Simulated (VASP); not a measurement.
Crystal: Li.

```xyz
1
Lattice="-1.7547 1.7547 1.7547 1.7547 -1.7547 1.7547 1.7547 1.7547 -1.7547" Properties=species:S:1:pos:R:3 pbc="T T T"
Li    0.0000    0.0000    0.0000
```

| Quantity | Value |
| --- | --- |
| Program | VASP 6.6.1 |
| Task | relaxation of cell and atoms |
| Functional | LDA |
| Potentials or basis | VASP PAW LDA potentials, release 64 (Li_sv) |
| Cutoff | 600 eV |
| k mesh | 11 × 11 × 11 |
| Occupations | fermi-dirac, width 0.05 eV |
| Spin | no spin polarisation |

At the start: pressure -1.7 GPa; volume 21.61 Å³/atom.

Task: How do energy, volume and symmetry change on relaxing?

Result: Over 4 steps the energy falls by 17.0 meV/atom and the volume is 18.68 Å³/atom (-13.6 %); space group Im-3m (No. 229, to 0.05 Å).

The path:
```
step  energy change (eV)  largest force (eV/Å)  pressure (GPa)  volume (Å³)
   1              0.0000                0.0000           -1.69        21.61
   2             -0.0068                0.0000           -1.39        20.91
   3             -0.0165                0.0000           -0.36        19.19
   4             -0.0170                0.0000            0.05        18.68
```

Final structure:
```cif
data_structure
_symmetry_space_group_name_H-M 'P 1'
_symmetry_Int_Tables_number 1
_cell_length_a 2.8951
_cell_length_b 2.8951
_cell_length_c 2.8951
_cell_angle_alpha 109.471
_cell_angle_beta 109.471
_cell_angle_gamma 109.471
_cell_volume 18.68
loop_
_atom_site_label
_atom_site_type_symbol
_atom_site_fract_x
_atom_site_fract_y
_atom_site_fract_z
_atom_site_occupancy
Li1 Li 0.00000 0.00000 0.00000 1
```

The cell as given is a measured one (21.61 Å³/atom); LDA puts the equilibrium volume -13.6 % from it, thermal expansion not counted.

Caveat: the cutoff is under 1.25 times the usual one of these potentials, so pressure, stress and relaxed cells hold a basis-set (Pulay) error; the volume moved by -14 % from the deposited cell, more than functionals usually miss.
